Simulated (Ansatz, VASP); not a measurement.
**InSb in VASP and in Ansatz**

```
In Sb
1.0
     0.00000    3.23910    3.23910
     3.52252    0.00000    3.23910
     3.52252    3.23910    0.00000
In Sb
1 1
Direct
  0.00000 0.00000 0.00000
  0.75000 0.75000 0.75000
```

Change from the starting cell: strain +0.0875 x Voigt [1, 0, 0, 0, 0, 0], atoms carried along.

Alike in both runs: task single point; functional r2SCAN; k mesh 10 × 10 × 10; occupations gaussian, width 0.03 eV; no spin polarisation.

```csv
,VASP,Ansatz
version,VASP 6.6.1,Ansatz 0.2.0
potentials or method,"VASP PAW PBE potentials, release 64 (In_d, Sb), cutoff 520 eV","scalar-relativistic, plane waves, PAW"
valence electrons in the cell,18,28
```

|  | VASP | Ansatz | Ansatz less VASP |
| --- | --- | --- | --- |
| gap on the k mesh at the Fermi level (eV) | none | none | - |
| pressure (GPa) | -1.9 | -1.9 | 0.00 |
| traceless stress, the component that is largest in VASP (GPa) | -1.93 | -1.93 | +0.002 |

VASP's potentials were made for PBE, not for r2SCAN. A gap of «none» marks a metal or a gap that the smearing closes. VASP's potentials hold 18 valence electrons a cell and Ansatz's 28, so a difference there can come from the potentials and not from the codes.

Spin-orbit coupling is off throughout.
